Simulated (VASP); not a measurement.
Input of a VASP 6.6.1 run:

INCAR

```
PREC = Accurate ; ENCUT = 520
EDIFF = 1E-6 ; ISMEAR = -1
SIGMA = 0.05 ; LREAL = F
LASPH = T ; NELM = 80
ALGO = Normal ; ISIF = 2
LWAVE = F ; LCHARG = F
GGA = CA ; NBANDS = 21
```

KPOINTS

```
regular mesh
0
Gamma
  7 7 7
```

File POSCAR:

```
Pb
1.0
    0.0000000000      3.4390000555      3.4390000555
    3.4390000555      0.0000000000      3.4390000555
    3.4390000555      3.4390000555      0.0000000000
Pb
2
Direct
    0.2500000000      0.2500000000      0.2500000000
    0.0000000000      0.0000000000      0.0000000000
```

Potentials or basis: VASP PAW LDA potentials, release 64 (Pb_d).

The run is started by

```sh
$ cat potpaw_LDA.64/Pb_d/POTCAR > POTCAR
$ mpirun -np 1 vasp_std > vasp.out
```

(1) Predict the band gap on the k mesh.

(2) What does it give for the pressure?

Results:

(1) zero (band 14 reaches 4.45 eV, above the bottom of band 15 at 3.34 eV).

(2) -0.7 GPa.

Caveat: spin-orbit coupling is left out, which moves the levels of the heavy elements.
